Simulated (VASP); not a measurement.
The system is Si5Ge.

```xyz
6
Lattice="3.8731 0.0000 0.0000 -1.9366 3.3542 0.0000 0.0000 0.0000 9.4848" Properties=species:S:1:pos:R:3 pbc="T T T"
Si    0.0000    0.0000   -0.0308
Si    1.9366    1.1181    6.3219
Si    0.0000    2.2361    3.1933
Si    1.9366    1.1181    8.6815
Si    0.0000    2.2361    5.5451
Ge    0.0000    0.0000    2.3723
```

Base run:

| Quantity | Value |
| --- | --- |
| Program | VASP 6.6.1 |
| Functional | PBE |
| Dispersion | D4 |
| Potentials or basis | VASP PAW PBE potentials, release 64 (Si, Ge_d) |
| Cutoff | 500 eV |
| k mesh | 6 × 6 × 2 |
| Occupations | gaussian, width 0.01 eV |
| Spin | no spin polarisation |

Its results: band gap on the k mesh 0.65 eV (least direct gap 1.47 eV); pressure -0.9 GPa; largest force 0.076 eV/Å.

Q: The run is repeated on the same cell with these changes: dispersion from D4 to none; occupations from gaussian, width 0.01 eV to methfessel-paxton, width 0.05 eV. What comes out?

A: Band gap on the k mesh 0.65 eV (least direct gap 1.47 eV); pressure 1.6 GPa; largest force 0.081 eV/Å.

A k mesh can miss the band edges.
